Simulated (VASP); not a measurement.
A run of VASP 6.6.1 is set up as follows.

The input INCAR:

```
SYSTEM = Ru
ALGO = Normal
EDIFF = 1E-6
EDIFFG = -0.005
ENCUT = 600
IBRION = 2
ISIF = 4
ISMEAR = -1
LASPH = .True.
LCHARG = .False.
LREAL = .False.
LWAVE = .False.
NELM = 80
NSW = 50
PREC = Accurate
SIGMA = 0.05
```

The input KPOINTS:

```
k-points
0
Gamma
  18 18 10
  0 0 0
```

Contents of POSCAR:

```
Ru
1.0
    2.3044047672      0.0000000000      0.0000000000
   -1.1522023836      1.9956730690      0.0000000000
    0.0000000000      0.0000000000      3.6420839208
Ru
2
Direct
    0.3333333333      0.6666666667      0.2500000000
    0.6666666667      0.3333333333      0.7500000000
```

Potentials or basis: VASP PAW LDA potentials, release 64 (Ru_pv).

The run is started by

```console
$ cat potpaw_LDA.64/Ru_pv/POTCAR > POTCAR
$ mpirun -np 1 vasp_std > vasp.out
```

(1) Estimate the band gap on the k mesh.

Results:

(1) zero (band 14 reaches 27.12 eV, above the bottom of band 15 at 20.49 eV).
